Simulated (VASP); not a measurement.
# Rh (P6_3/mmc) in VASP: further runs, part 2 of 2

VASP 6.6.1.

### Step 3. Single point, r2SCAN

This run uses another cell than the first one, of 13.76 Å³/atom.

Input file POSCAR:

```
Rh
1.0
    2.7036431835      0.0000000000      0.0000000000
   -1.3518215917      2.3414236797      0.0000000000
    0.0000000000      0.0000000000      4.3486172221
Rh
2
Direct
    0.6666666667      0.3333333333      0.7500000000
    0.3333333333      0.6666666667      0.2500000000
```

Input file INCAR.step1:

```
SYSTEM = Rh
  PREC = Accurate
  ENCUT = 680
  ISMEAR = 0
  SIGMA = 0.1
  LREAL = .FALSE.
  LASPH = .TRUE.
  NELM = 120
  NBANDS = 24
  GGA = PE
  ALGO = Normal
  EDIFF = 1E-5
  LWAVE = .TRUE.
  LCHARG = .FALSE.
  GGA_COMPAT = .FALSE.
```

Input file INCAR.step2:

```
SYSTEM = Rh
  PREC = Accurate
  ENCUT = 680
  EDIFF = 1E-6
  ISMEAR = 0
  SIGMA = 0.1
  LREAL = .FALSE.
  LASPH = .TRUE.
  NELM = 120
  ALGO = Normal
  ISIF = 2
  LWAVE = .FALSE.
  LCHARG = .TRUE.
  METAGGA = R2SCAN
  LMIXTAU = .TRUE.
  LELF = .TRUE.
  LVHAR = .TRUE.
  NBANDS = 24
  ISTART = 1
  GGA_COMPAT = .FALSE.
```

Input file KPOINTS:

```
Automatic mesh
0
G
  24 24 12
  0 0 0
```

Potentials or basis: VASP PAW PBE potentials, release 64 (Rh_sv_GW).

On the command line:

```sh
> cat potpaw_PBE.64/Rh_sv_GW/POTCAR > POTCAR
> cp INCAR.step1 INCAR
> mpirun -np 1 vasp_std > vasp.out
> cp INCAR.step2 INCAR
> mpirun -np 1 vasp_std > vasp.out
```

OUTCAR:

```text
SYSTEM = Rh
   PREC = Accurate
   ENCUT = 680
   EDIFF = 1E-6
   ISMEAR = 0
   LREAL = .FALSE.
   LASPH = .TRUE.
   NELM = 120
   ISIF = 2
   METAGGA = R2SCAN
   ISTART = 1

 ion  position               nearest neighbor table
   1  0.667  0.333  0.750-
   2  0.333  0.667  0.250-

  LATTYP: Found a hexagonal cell.
 ALAT       =     2.7036431835
 C/A-ratio  =     1.6084286746

  Lattice vectors:

 A1 = (   2.7036431835,   0.0000000000,   0.0000000000)
[... 835 lines left out ...]
 [... further k-points ...]

------------------------ aborting loop because EDIFF is reached ----------------------------------------

  FORCE on cell =-STRESS in cart. coord.  units (eV):
  Direction    XX          YY          ZZ          XY          YZ          ZX
  --------------------------------------------------------------------------------------
  -------------------------------------------------------------------------------------
  Total       -0.0330104     -0.0330104      0.0973605     -0.0000000      0.0000000     -0.0000000
  in kB       -1.9212338     -1.9212338      5.6664754     -0.0000000      0.0000000     -0.0000000
  external PRESSURE =       0.6080026 kB  Pullay stress =       0.0000000 kB

 VOLUME and BASIS-vectors are now :
 -----------------------------------------------------------------------------
  energy-cutoff  :      680.00
  volume of cell :       27.53
      direct lattice vectors                 reciprocal lattice vectors
     2.703643184  0.000000000  0.000000000     0.369871293  0.213545291  0.000000000
    -1.351821592  2.341423680  0.000000000     0.000000000  0.427090581  0.000000000
     0.000000000  0.000000000  4.348617222     0.000000000  0.000000000  0.229958157

 POSITION                                       TOTAL-FORCE (eV/Angst)
 -----------------------------------------------------------------------------------
      1.35182      0.78047      3.26146         0.000000      0.000000      0.000000
     -0.00000      1.56095      1.08715        -0.000000     -0.000000      0.000000
 -----------------------------------------------------------------------------------
    total drift:                               -0.000000      0.000000     -0.000000

  FREE ENERGIE OF THE ION-ELECTRON SYSTEM (eV)
  ---------------------------------------------------
  free  energy   TOTEN  =       -46.4884419054 eV

  energy  without entropy=      -46.4732726438  energy(sigma->0) =      -46.48085727
```

Run time: 9.3 min. Hardware: 1 thread of Intel Xeon 6975P-C (Granite Rapids), shared host; peak memory 0.52 GiB.

Results:

```yaml
Free_energy: -46.4884 eV
Pressure: 0.1 GPa
Band_gap_on_the_k_mesh: zero (bands 17 and 18 overlap by 2.48 eV)
```

Levels at points of the mesh, in eV from the Fermi level:
```tsv
k point	band 15	band 16	band 17	band 18	band 19	band 20
(0.00, 0.00, 0.00)	-2.61	-2.04	-2.04	0.13	0.13	0.93
(0.50, 0.00, 0.00)	-2.20	0.40	0.65	0.72	3.18	5.40
(0.00, 0.00, 0.50)	-3.28	-3.28	-0.47	-0.47	-0.47	-0.47
(0.50, 0.00, 0.50)	-0.31	-0.31	0.60	0.60	2.86	2.86
```

Caveat: the PAW data sets were made with another functional, which shifts forces and pressure a little.

### Step 4. Single point, r2SCAN (15.14 Å³/atom)

This run uses another cell than the first one, of 15.14 Å³/atom.

Input file POSCAR:

```
Rh
1.0
    2.7944325628      0.0000000000      0.0000000000
   -1.3972162814      2.4200495885      0.0000000000
    0.0000000000      0.0000000000      4.4777036693
Rh
2
Direct
    0.6666666667      0.3333333333      0.7500000000
    0.3333333333      0.6666666667      0.2500000000
```

Input file INCAR.step1:

```
SYSTEM = Rh
PREC = Accurate
ENCUT = 680
ISMEAR = 0
SIGMA = 0.1
LREAL = .FALSE.
LASPH = .TRUE.
NELM = 120
NBANDS = 24
GGA = PE
ALGO = Normal
EDIFF = 1E-5
LWAVE = .TRUE.
LCHARG = .FALSE.
GGA_COMPAT = .FALSE.
```

Input file INCAR.step2:

```
SYSTEM = Rh
PREC = Accurate
ENCUT = 680
EDIFF = 1E-6
ISMEAR = 0
SIGMA = 0.1
LREAL = .FALSE.
LASPH = .TRUE.
NELM = 120
ALGO = Normal
ISIF = 2
LWAVE = .FALSE.
LCHARG = .TRUE.
METAGGA = R2SCAN
LMIXTAU = .TRUE.
LELF = .TRUE.
LVHAR = .TRUE.
NBANDS = 24
ISTART = 1
GGA_COMPAT = .FALSE.
```

Input file KPOINTS:

```
Automatic mesh
0
G
  18 18 10
  0 0 0
```

On the command line:

```sh
> cat potpaw_PBE.64/Rh_sv_GW/POTCAR > POTCAR
> cp INCAR.step1 INCAR
> mpirun -np 1 vasp_std > vasp.out
> cp INCAR.step2 INCAR
> mpirun -np 1 vasp_std > vasp.out
```

It took 9.5 min on 1 thread of Intel Xeon Platinum 8259CL at 2.50GHz (Skylake/Cascade Lake), shared host; peak memory 0.36 GiB.

The run converged. Its results:

```
Free energy            : -46.2938 eV
Pressure               : -20.7 GPa
Band gap on the k mesh : zero (bands 17 and 18 overlap by 2.11 eV)
```

Levels at points of the mesh, in eV from the Fermi level:
| k point | band 13 | band 14 | band 15 | band 16 | band 17 | band 18 | band 19 | band 20 | band 21 | band 22 |
| --- | --- | --- | --- | --- | --- | --- | --- | --- | --- | --- |
| (0.00, 0.00, 0.00) | -2.70 | -2.24 | -2.24 | -1.79 | -1.79 | 0.11 | 0.11 | 1.09 | 8.27 | 16.40 |
| (0.50, 0.00, 0.00) | -2.39 | -1.97 | -1.90 | 0.31 | 0.55 | 0.60 | 2.88 | 4.89 | 10.20 | 10.65 |
| (0.00, 0.00, 0.50) | -2.83 | -2.83 | -2.83 | -2.83 | -0.42 | -0.42 | -0.42 | -0.42 | 15.08 | 15.08 |
| (0.50, 0.00, 0.50) | -1.53 | -1.53 | -0.24 | -0.24 | 0.49 | 0.49 | 2.72 | 2.72 | 8.86 | 8.86 |

Caveat: the cell stands under tension; the PAW data sets were made with another functional, which shifts forces and pressure a little.

### Step 5. Overview

```tsv
cell	k mesh	gap on the mesh (eV)	pressure (GPa)
a = 2.759, b = 2.759, c = 4.428 Å, angles 90.0, 90.0, 120.0°, 2 atoms	18 × 18 × 10	none	-13.9
a = 2.704, b = 2.704, c = 4.349 Å, angles 90.0, 90.0, 120.0°, 2 atoms	24 × 24 × 12	none	0.1
a = 2.794, b = 2.794, c = 4.478 Å, angles 90.0, 90.0, 120.0°, 2 atoms	18 × 18 × 10	none	-20.7
```

Alike in all rows: task single point; level r2SCAN; potentials or basis VASP PAW PBE potentials, release 64 (Rh_sv_GW); no spin polarisation; cutoff (eV) 680; smearing gaussian 0.1 eV.

Caveats: the PAW data sets were made with another functional, which shifts forces and pressure a little; the cell stands under tension (at least some runs).

Total energies depend on the potentials used, so only differences within one code and one set of settings carry meaning.
